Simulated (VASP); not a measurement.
TaN: relaxation of cell and atoms with PBE

TaN:

```
CELL_PARAMETERS angstrom
0.00000 2.20141 2.20141
2.20141 0.00000 2.20141
2.20141 2.20141 0.00000
ATOMIC_POSITIONS crystal
Ta 0.50000 0.50000 0.50000
N 0.00000 0.00000 0.00000
```

```json
{
  "Program": "VASP 6.6.1",
  "Task": "relaxation of cell and atoms",
  "Functional": "PBE",
  "Potentials or basis": "VASP PAW PBE potentials, release 64 (Ta_pv, N)",
  "Cutoff": "600 eV",
  "k mesh": "16 × 16 × 16",
  "Occupations": "gaussian, width 0.1 eV",
  "Spin": "no spin polarisation",
  "Target pressure": "1 GPa",
  "Dipole correction": "no",
  "Further INCAR settings": "ALGO = Normal; EDIFF = 1e-06; IBRION = 2; EDIFFG = -0.008; NSW = 70; ISIF = 3"
}
```

The relaxed volume is 10.76 Å³/atom. The relaxed cell is a = 3.122 Å, b = 3.122 Å, c = 3.122 Å, α = 60.00°, β = 60.00°, γ = 60.00°, the space group after relaxing (to 0.05 Å) is Fm-3m (No. 225) and the energy change on relaxing (the enthalpy is what falls) is -1.5 meV/atom. The ionic steps are 3 and the pressure after relaxing is 1.0 GPa. The band gap on the k mesh is zero (band 8 reaches 11.27 eV, above the bottom of band 9 at 7.34 eV).

Step by step:
| step | energy change (eV) | largest force (eV/Å) | pressure (GPa) | volume (Å³) |
| --- | --- | --- | --- | --- |
| 1 | 0.0000 | 0.0000 | 4.03 | 21.34 |
| 2 | 0.0033 | 0.0000 | -5.41 | 21.97 |
| 3 | -0.0030 | 0.0000 | 1.01 | 21.53 |

Final structure:
```yaml
crystal:
  lattice:
    - [0.00000, 2.20793, 2.20793]
    - [2.20793, 0.00000, 2.20793]
    - [2.20793, 2.20793, 0.00000]
  atoms:
    - { symbol: Ta, position: [0.50000, 0.50000, 0.50000] }
    - { symbol: N, position: [0.00000, 0.00000, 0.00000] }
```

Levels at points of the mesh, in eV from the Fermi level:
```csv
k point,band 5,band 6,band 7,band 8,band 9,band 10,band 11,band 12
"(0.00, 0.00, 0.00)",-3.78,-3.78,-3.78,-2.06,-2.06,-2.06,0.07,0.07
"(0.50, 0.00, 0.00)",-10.27,-7.48,-7.48,1.87,1.87,1.96,3.79,7.41
"(0.50, 0.50, 0.00)",-6.61,-5.37,-4.60,-4.60,2.09,3.48,3.48,4.41
```

Wall time 99 s on 1 thread of Intel(R) Xeon(R) 6975P-C (Granite Rapids) (shared host), peak memory 0.2 GiB.

Caveat: the cell is relaxed towards a set pressure, so the enthalpy falls and the energy may rise; spin-orbit coupling is left out, which moves the levels of the heavy elements. PBE usually gives volumes a little too large and moduli too small.
